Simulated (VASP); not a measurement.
**Si2Ni (fluorite type): density of states with LDA**

The system is Si2Ni (fluorite type).

```
Ni Si
1.0
     0.00000    2.28110    2.28110
     2.28110    0.00000    2.28110
     2.28110    2.28110    0.00000
Ni Si
1 2
Direct
  0.00000 0.00000 0.00000
  0.25000 0.25000 0.25000
  0.75000 0.75000 0.75000
```

This cell differs from its parent crystal: volume scaled by 0.62.

```yaml
Program: VASP 6.6.1
Task: density of states
Functional: LDA
Potentials_or_basis: VASP PAW LDA potentials, release 64 (Ni, Si)
Cutoff: 520 eV
k_mesh: 11 × 11 × 11
Occupations: fermi-dirac, width 0.05 eV
Spin: no spin polarisation
Dipole_correction: no
k_mesh_for_the_DOS: 17 × 17 × 17
Occupations_for_the_DOS: tetrahedron
Further_INCAR_settings: ALGO = Normal; EDIFF = 1e-07
```

The valence electrons inside the program's atomic spheres are Ni 11.70; Si 2.08.

Levels at points of the mesh, in eV from the Fermi level:
| k point | band 7 | band 8 | band 9 | band 10 | band 11 | band 12 |
| --- | --- | --- | --- | --- | --- | --- |
| (0.00, 0.00, 0.00) | 0.48 | 0.48 | 0.48 | 2.29 | 2.29 | 2.29 |

Run time: 46 s on 1 thread of AMD EPYC 9R45 (Zen 5), on a shared host, peak memory 0.13 GiB.

 Spin polarisation is off, so any magnetic state and its effect on volume and gap are missing.
